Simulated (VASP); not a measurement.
Wanted: the native input for a VASP 6.6.1 run.

```
Task                               : single point
Functional                         : HSE06
Potentials or basis                : VASP PAW PBE potentials, release 64 (Te, Mo_sv)
Cutoff                             : 520 eV
k mesh                             : 6 × 6 × 2
Occupations                        : gaussian, width 0.01 eV
Spin                               : no spin polarisation
Dipole correction                  : no
Grid for exact exchange (PRECFOCK) : Normal
Further INCAR settings             : ALGO = Normal; EDIFF = 1e-06; NBANDS = 20
Share of exact exchange            : 0.25
Screening parameter                : 0.2079 1/Å
```

Crystal: Te2Mo.

```
Te Mo
1.0
     3.53712    0.00000    0.00000
    -1.76856    3.06324    0.00000
     0.00000    0.00000    7.82683
Te Mo
2 1
Cartesian
  0.0000 2.0422 6.0307
  0.0000 2.0422 1.7961
  0.0000 0.0000 0.0000
```

These files were run (other wordings do the same):

POSCAR

```
Te2Mo
1.0
    3.5371201374      0.0000000000      0.0000000000
   -1.7685600687      3.0632358953      0.0000000000
    0.0000000000      0.0000000000      7.8268333715
Te Mo
2 1
Direct
    0.3333333333      0.6666666667      0.7705163254
    0.3333333333      0.6666666667      0.2294836746
    0.0000000000      0.0000000000      0.0000000000
```

INCAR.step1

```
ALGO = Normal
EDIFF = 1E-5
ENCUT = 520
GGA = PE
ISIF = 2
ISMEAR = 0
LASPH = T
LCHARG = F
LREAL = F
LWAVE = T
NBANDS = 20
NELM = 80
PREC = Accurate
SIGMA = 0.01
```

INCAR.step2

```
ALGO = Normal
EDIFF = 1E-6
ENCUT = 520
GGA = PE
HFSCREEN = 0.2079
ISIF = 2
ISMEAR = 0
ISTART = 1
LASPH = T
LCHARG = F
LHFCALC = T
LREAL = F
LWAVE = F
NBANDS = 20
NELM = 80
PREC = Accurate
PRECFOCK = Normal
SIGMA = 0.01
```

KPOINTS

```
k-points
0
Gamma
  6 6 2
```

Potentials or basis: VASP PAW PBE potentials, release 64 (Te, Mo_sv).

Command:

```sh
$ cat potpaw_PBE.64/Te/POTCAR potpaw_PBE.64/Mo_sv/POTCAR > POTCAR
$ cp INCAR.step1 INCAR
$ mpirun -np 1 vasp_std > vasp.out
$ cp INCAR.step2 INCAR
$ mpirun -np 1 vasp_std > vasp.out
```

Results of the run:

| Quantity | Value |
| --- | --- |
| Pressure | -1.6 GPa |
| Largest force | 0.349 eV/Å |
| Band gap on the k mesh | 1.48 eV (least direct gap 1.50 eV) |

Caveat: the PAW data sets were made with another functional, which shifts forces and pressure a little; spin-orbit coupling is left out, which moves the levels of the heavy elements; this functional lacks dispersion, which binds layers or chains, so the pressure and a relaxed spacing across them are unreliable.

Run time: 90 min on 1 thread of Intel Xeon 8259CL (shared host), peak memory 0.34 GiB.
